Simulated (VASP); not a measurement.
# MgO (Periclase) in VASP: a series of runs

Aim: see how the results for MgO (Periclase) move with the level of theory and the settings. Levels: PBE, r2SCAN, HSE06. Tasks: single point.

Everything below comes from runs of VASP 6.6.1. Logs are shortened: lines on timing, memory, paths and dates and some standing lists are left out, and cuts for length are marked.

**Measured values to compare with.**

From “Electronic structure of alkaline earth and post-transition metal oxides”, 2009, arxiv:0908.1581, for a bulk crystal of MgO: band gap 7.83 eV.

The results are compared with them further down.

## (1) The cell of the first run

It takes space group Immm (No. 71, orthorhombic). The conventional cell has a = 2.949 Å, b = 2.997 Å, c = 4.204 Å, α = 90.00°, β = 90.00°, γ = 90.00°. Mg (site symmetry mmm) has 6 O at 2.10 Å within 2.8 Å. O (site symmetry mmm) has 6 Mg at 2.10 Å within 2.8 Å.

## (2) Single point, PBE (shear xy strain +1.6%)

INCAR

```
SYSTEM = MgO
ALGO     = Normal         ! electronic algorithm
EDIFF    = 1E-6           ! SCF threshold, eV
ENCUT    = 520            ! plane-wave cutoff, eV
GGA      = PE             ! functional
ISIF     = 2              ! what is computed and relaxed
ISMEAR   = -1             ! smearing method
LASPH    = .TRUE.         ! aspherical terms in the spheres
LCHARG   = .FALSE.        ! write CHGCAR
LREAL    = .FALSE.        ! projectors in reciprocal space
LWAVE    = .FALSE.        ! write WAVECAR
NBANDS   = 11             ! bands
NELM     = 60             ! most SCF steps
PREC     = Accurate       ! precision mode
SIGMA    = 0.02           ! smearing width, eV
```

KPOINTS

```
k-points
0
G
  10 10 10
  0 0 0
```

POSCAR

```
MgO
1.0
    0.0171326694      2.1021680256      2.1021680256
    2.1021680256      0.0171326694      2.1021680256
    2.1193006950      2.1193006950      0.0000000000
Mg O
1 1
Direct
    0.0000000000      0.0000000000      0.0000000000
    0.5000000000      0.5000000000      0.5000000000
```

Potentials or basis: VASP PAW PBE potentials, release 64 (Mg, O).

Started as:

```sh
$ cat potpaw_PBE.64/Mg/POTCAR potpaw_PBE.64/O/POTCAR > POTCAR
$ mpirun -np 1 vasp_std > vasp.out
```

OUTCAR:

```text
SYSTEM = MgO
   EDIFF = 1E-6
   ENCUT = 520
   GGA = PE
   ISIF = 2
   ISMEAR = -1
   LASPH = .TRUE.
   LREAL = .FALSE.
   NELM = 60
   PREC = Accurate

 ion  position               nearest neighbor table
   1  0.000  0.000  0.000-   2 2.10   2 2.10   2 2.10   2 2.10   2 2.10   2 2.10
   2  0.500  0.500  0.500-   1 2.10   1 2.10   1 2.10   1 2.10   1 2.10   1 2.10

  LATTYP: Found a body centered orthorhombic cell.
 ALAT       =     2.9486852788
 B/A-ratio  =     1.0164339366
 C/A-ratio  =     1.4258341104

  Lattice vectors:

 A1 = (   2.1021680256,   0.0171326694,  -2.1021680256)
 A2 = (  -2.1021680256,  -0.0171326694,  -2.1021680256)
 A3 = (   0.0171326694,   2.1021680256,   2.1021680256)

Analysis of symmetry for initial positions (statically):
=====================================================================
 Subroutine PRICEL returns:
 Original cell was already a primitive cell.

 Routine SETGRP: Setting up the symmetry group for a
 body centered orthorhombic supercell.

 Subroutine GETGRP returns: Found  8 space group operations
 (whereof  8 operations were pure point group operations)
 out of a pool of  8 trial point group operations.

The static configuration has the point symmetry D_2h.

Analysis of symmetry for dynamics (positions and initial velocities):
=====================================================================
 Subroutine PRICEL returns:
 Original cell was already a primitive cell.

 Routine SETGRP: Setting up the symmetry group for a
 body centered orthorhombic supercell.

 Subroutine GETGRP returns: Found  8 space group operations
 (whereof  8 operations were pure point group operations)
 out of a pool of  8 trial point group operations.

The dynamic configuration has the point symmetry D_2h.

 Subroutine INISYM returns: Found  8 space group operations
 (whereof  8 operations are pure point group operations),
 and found     1 'primitive' translations

----------------------------------------------------------------------------------------

                                     Primitive cell

  volume of cell :      18.5782

  direct lattice vectors                    reciprocal lattice vectors
     0.017132669  2.102168026  2.102168026    -0.239804087  0.239804087  0.237849684
     2.102168026  0.017132669  2.102168026     0.239804087 -0.239804087  0.237849684
     2.119300695  2.119300695  0.000000000     0.235926880  0.235926880 -0.237849684

  length of vectors
     2.972963899  2.972963899  2.997143786     0.414227561  0.414227561  0.409750482

[... 83 lines left out ...]
   NSW    =      0    number of steps for IOM
   IBRION =     -1    ionic relax: 0-MD 1-quasi-New 2-CG
   NFREE  =      0    steps in history (QN), initial steepest desc. (CG)
   ISIF   =      2    stress and relaxation
   ISYM   =      2    0-nonsym 1-usesym 2-fastsym
   POTIM  = 0.5000    time-step for ionic-motion
   TEBEG  =    0.0;   TEEND  =   0.0 temperature during run
   PSTRESS=    0.0 pullay stress
   NELECT =       8.0000    total number of electrons
   NUPDOWN=      -1.0000    fix difference up-down
   EMIN   =  10.00;   EMAX   =-10.00  energy-range for DOS
   EFERMI =   0.00;   METHOD = LEGACY
   ISMEAR =    -1;   SIGMA  =   0.02  broadening in eV -4-tet -1-fermi 0-gaus
   EFERMI_NEDOS =   21; number of points for ismear=-14 and -15
   IALGO  =     38    algorithm
   IMIX   =      4    mixing-type and parameters
     AMIX     =   0.40;   BMIX     =  1.00
     AMIX_MAG =   1.60;   BMIX_MAG =  1.00
  volume/ion in A,a.u.               =       9.29        62.69
  Fermi-wavevector in a.u.,A,eV,Ry     =   1.236243  2.336160 20.793724  1.528296
  Thomas-Fermi vector in A             =   2.370859
   LORBIT       =      0    0 simple, 1 ext, 2 COOP (PROOUT), +10 PAW based schemes
   GGA     = PE    functional components
   LHFCALC =     F    Hartree Fock is set to
   AEXX    =    0.0000 exact exchange contribution
   IVDW    =     0    specifies the selected vdW correction
   LEPSILON=     F    determine dielectric tensor
   LRPA    =     F    only Hartree local field effects (RPA)
 non-spin polarized calculation
  energy-cutoff  :      520.00
  volume of cell :       18.58
 maximum number of plane-waves:       531
 NGX is ok and might be reduce to    24
   NGX = 11   NGY = 11   NGZ = 11

 number of electron       8.0000004 magnetization

 Free energy of the ion-electron system (eV)
  ---------------------------------------------------
  ext. energy  EPLUGINS =         0.00000000
  ---------------------------------------------------
  free energy    TOTEN  =       -11.90026528 eV

  energy without entropy =      -11.90026528  energy(sigma->0) =      -11.90026528

 E-fermi :   3.7219     XC(G=0): -11.1052

 val. band max:        3.2921186336   @ k =   0.0000   0.0000   0.0000
 cond. band min:       8.0072000890   @ k =   0.0000   0.0000   0.0000
 fundamental gap:      4.7150814554
 Fermi energy:         3.7219309117

 k-point     1 :       0.0000    0.0000    0.0000
  band No.  band energies     occupation
      1     -14.0625      2.00000
      2       3.1690      2.00000
      3       3.2289      2.00000
      4       3.2921      2.00000
      5       8.0072      0.00000
      6      18.8238      0.00000
      7      19.0645      0.00000
      8      19.3014      0.00000
      9      22.9867      0.00000
     10      24.7736      0.00000
     11      24.7782      0.00000
[... 309 lines left out ...]
 k-point    24 :       0.4000    0.3000    0.0000
  band No.  band energies     occupation
      1     -12.8098      2.00000
      2      -0.3568      2.00000
      3       1.9967      2.00000
      4       2.0482      2.00000
      5      12.7389      0.00000
      6      13.5550      0.00000
      7      16.8908      0.00000
      8      21.3090      0.00000
      9      21.8617      0.00000
     10      28.1590      0.00000
     11      30.3262      0.00000

 [... further k-points ...]
[... 5 lines left out ...]
  --------------------------------------------------------------------------------------
  -------------------------------------------------------------------------------------
  Total        0.5704639      0.5704639      0.5638091     -0.2802217      0.0000000      0.0000000
  in kB       49.1966255     49.1966255     48.6227161    -24.1662285      0.0000000      0.0000000
  external PRESSURE =      49.0053224 kB  Pullay stress =       0.0000000 kB

 VOLUME and BASIS-vectors are now :
 -----------------------------------------------------------------------------
  energy-cutoff  :      520.00
  volume of cell :       18.58
      direct lattice vectors                 reciprocal lattice vectors
     0.017132669  2.102168026  2.102168026    -0.239804087  0.239804087  0.237849684
     2.102168026  0.017132669  2.102168026     0.239804087 -0.239804087  0.237849684
     2.119300695  2.119300695  0.000000000     0.235926880  0.235926880 -0.237849684

 POSITION                                       TOTAL-FORCE (eV/Angst)
 -----------------------------------------------------------------------------------
      0.00000      0.00000      0.00000         0.000000      0.000000     -0.000000
      2.11930      2.11930      2.10217        -0.000000      0.000000      0.000000
 -----------------------------------------------------------------------------------
    total drift:                               -0.000000     -0.000000      0.000000

  FREE ENERGIE OF THE ION-ELECTRON SYSTEM (eV)
  ---------------------------------------------------
  free  energy   TOTEN  =       -11.9002652780 eV

  energy  without entropy=      -11.9002652780  energy(sigma->0) =      -11.90026528
```

OSZICAR:

```text
N       E                     dE             d eps       ncg     rms          rms(c)
DAV:   1     0.124896493972E+02    0.12490E+02   -0.46358E+03  4378   0.645E+02
DAV:   2    -0.129161782405E+02   -0.25406E+02   -0.24788E+02  4338   0.134E+02
DAV:   3    -0.134607087283E+02   -0.54453E+00   -0.54399E+00  4508   0.166E+01
DAV:   4    -0.134620185504E+02   -0.13098E-02   -0.13098E-02  4188   0.929E-01
DAV:   5    -0.134620227509E+02   -0.42005E-05   -0.42005E-05  4383   0.517E-02    0.722E+00
DAV:   6    -0.119171757626E+02    0.15448E+01   -0.87310E+00  3933   0.163E+01    0.221E+00
DAV:   7    -0.119057620207E+02    0.11414E-01   -0.53762E-02  4146   0.209E+00    0.134E+00
DAV:   8    -0.119006365110E+02    0.51255E-02   -0.27221E-02  3975   0.186E+00    0.234E-01
DAV:   9    -0.119002724572E+02    0.36405E-03   -0.56543E-04  4338   0.165E-01    0.131E-01
DAV:  10    -0.119002641613E+02    0.82960E-05   -0.48851E-04  4200   0.163E-01    0.900E-03
DAV:  11    -0.119002655816E+02   -0.14204E-05   -0.25048E-06  4386   0.134E-02    0.540E-03
DAV:  12    -0.119002652780E+02    0.30364E-06   -0.59958E-07  2343   0.589E-03
   1 F= -.11900265E+02 E0= -.11900265E+02  d E =-.518576E-12
```

stdout:

```text
POSCAR found type information on POSCAR MgO
 POSCAR found :  2 types and       2 ions
 scaLAPACK will be used
 LDA part: xc-table for (Slater+PW92), standard interpolation
 POSCAR, INCAR and KPOINTS ok, starting setup
 FFT: planning ... GRIDC
 FFT: planning ... GRID_SOFT
 FFT: planning ... GRID
 WAVECAR not read
 entering main loop
```

Run time: 9.9 s. Hardware: 1 thread of Intel Xeon 6975P-C (Granite Rapids), shared host; peak memory 0.16 GiB.

Results:

- Free energy: -11.9003 eV
- Pressure: 4.9 GPa
- Band gap on the k mesh: 4.72 eV, direct

Caveat: the cell differs from its parent crystal (shear xy strain +1.6%).

## (3) Single point, r2SCAN (shear xy strain +1.6%)

POSCAR is that of step 2.

INCAR.step1

```
PREC = Accurate ; ENCUT = 520
ISMEAR = 0 ; SIGMA = 0.01
LREAL = False ; LASPH = True
NELM = 60 ; NBANDS = 11
GGA = PE ; ALGO = Normal
EDIFF = 1E-4 ; LWAVE = True
LCHARG = False
```

INCAR.step2

```
PREC = Accurate ; ENCUT = 520
EDIFF = 1E-6 ; ISMEAR = 0
SIGMA = 0.01 ; LREAL = False
LASPH = True ; NELM = 60
ALGO = Normal ; ISIF = 2
LWAVE = False ; LCHARG = False
METAGGA = R2SCAN ; LMIXTAU = True
NBANDS = 11 ; ISTART = 1
```

KPOINTS

```
Automatic mesh
0
Gamma
  10 10 10
```

Potentials or basis: VASP PAW PBE potentials, release 64 (Mg, O).

Started as:

```sh
$ cat potpaw_PBE.64/Mg/POTCAR potpaw_PBE.64/O/POTCAR > POTCAR
$ cp INCAR.step1 INCAR
$ mpirun -np 1 vasp_std > vasp.out
$ cp INCAR.step2 INCAR
$ mpirun -np 1 vasp_std > vasp.out
```

Run time: 39 s. Hardware: 1 thread of Intel Xeon 6975P-C (Granite Rapids), shared host; peak memory 0.17 GiB.

Results (log left out):

```
Free energy            : -16.1587 eV
Pressure               : -1.1 GPa
Band gap on the k mesh : 5.59 eV, direct
```

Stress tensor (GPa, compression positive):
```
-1.11 -2.57  0.00
-2.57 -1.11  0.00
 0.00  0.00 -1.16
```

Levels at points of the mesh, in eV from the valence-band top:
```
           k point  band 1  band 2  band 3  band 4  band 5  band 6  band 7  band 8  band 9
(0.00, 0.00, 0.00)  -18.29   -0.13   -0.06    0.00    5.59   16.56   16.81   17.05   20.96
(0.50, 0.00, 0.00)  -17.01   -4.67   -0.81   -0.75    8.71   13.90   17.22   17.38   22.32
(0.50, 0.50, 0.00)  -16.78   -4.19   -1.55   -1.34    9.94   11.10   14.29   20.23   20.57
(0.00, 0.00, 0.50)  -17.05   -4.73   -0.74   -0.67    8.83   13.71   17.46   17.62   22.47
(0.50, 0.00, 0.50)  -16.78   -4.19   -1.45   -1.45    9.97   11.06   14.28   20.40   20.40
```

Caveat: the cell differs from its parent crystal (shear xy strain +1.6%); the PAW data sets were made with another functional, which shifts forces and pressure a little.

## (4) Single point, HSE06

POSCAR

```
MgO
1.0
    0.0000000000      2.1021680256      2.1021680256
    2.1021680256      0.0000000000      2.1021680256
    2.1021680256      2.1021680256      0.0000000000
Mg O
1 1
Direct
    0.0000000000      0.0000000000      0.0000000000
    0.5000000000      0.5000000000      0.5000000000
```

INCAR.step1

```
SYSTEM = MgO
  PREC = Accurate
  ENCUT = 520
  EDIFF = 1E-5
  ISMEAR = 0
  SIGMA = 0.01
  LREAL = .FALSE.
  LASPH = .TRUE.
  NELM = 60
  ALGO = Normal
  ISIF = 2
  LWAVE = .TRUE.
  NBANDS = 11
  GGA = PE
```

INCAR.step2

```
SYSTEM = MgO
  PREC = Accurate
  ENCUT = 520
  EDIFF = 1E-6
  ISMEAR = 0
  SIGMA = 0.01
  LREAL = .FALSE.
  LASPH = .TRUE.
  NELM = 60
  ALGO = Normal
  ISIF = 2
  LWAVE = .FALSE.
  LCHARG = .TRUE.
  GGA = PE
  LHFCALC = .TRUE.
  HFSCREEN = 0.2079
  PRECFOCK = Normal
  LELF = .TRUE.
  LVHAR = .TRUE.
  NBANDS = 11
  ISTART = 1
```

KPOINTS

```
Automatic mesh
0
G
  8 8 8
  0 0 0
```

Started as:

```sh
$ cat potpaw_PBE.64/Mg/POTCAR potpaw_PBE.64/O/POTCAR > POTCAR
$ cp INCAR.step1 INCAR
$ mpirun -np 1 vasp_std > vasp.out
$ cp INCAR.step2 INCAR
$ mpirun -np 1 vasp_std > vasp.out
```

Wall time 15 min (1 thread of Intel Xeon 6975P-C (Granite Rapids), shared host); peak memory 0.26 GiB.

Results (log left out):

```
Free energy            : -14.2102 eV
Pressure               : -0.6 GPa
Band gap on the k mesh : 6.50 eV, direct
```

Levels at points of the mesh, in eV from the valence-band top:
```tsv
k point	band 1	band 2	band 3	band 4	band 5	band 6	band 7	band 8	band 9
(0.00, 0.00, 0.00)	-18.85	0.00	0.00	0.00	6.50	17.78	17.78	17.78	21.73
(0.50, 0.00, 0.00)	-17.49	-4.95	-0.72	-0.72	9.71	14.93	18.38	18.38	23.12
(0.50, 0.50, 0.00)	-17.21	-4.41	-1.48	-1.48	10.86	11.91	15.42	21.46	21.46
```

Caveat: the PAW data sets were made with another functional, which shifts forces and pressure a little.

## (5) Summary

```csv
level,cell,k mesh,smearing,grid for exact exchange (PRECFOCK),screening parameter,gap on the mesh (eV),pressure (GPa)
PBE,"a = 2.973, b = 2.973, c = 2.997 Å, angles 59.7, 59.7, 59.5°, 2 atoms",10 × 10 × 10,fermi-dirac 0.02 eV,-,-,4.72,4.9
r2SCAN,"a = 2.973, b = 2.973, c = 2.997 Å, angles 59.7, 59.7, 59.5°, 2 atoms",10 × 10 × 10,gaussian 0.01 eV,-,-,5.59,-1.1
HSE06,"a = 2.973 Å, angles 60.0°, 2 atoms",8 × 8 × 8,gaussian 0.01 eV,Normal,0.2079 1/Å,6.50,-0.6
```

Alike in all rows: task single point; potentials or basis VASP PAW PBE potentials, release 64 (Mg, O); no spin polarisation; cutoff (eV) 520.

Caveats: the PAW data sets were made with another functional, which shifts forces and pressure a little (some runs).

Total energies depend on the potentials used, so only differences within one code and one set of settings carry meaning.

## (6) Comparison with measurements

Step 4. Measured gap of MgO: 7.83 eV (quoted in “Electronic structure of alkaline earth and post-transition metal oxides”, 2009, arxiv:0908.1581). This calculation gives 6.50 eV (-1.33 eV). The value is that of HSE06, without temperature or zero-point motion.
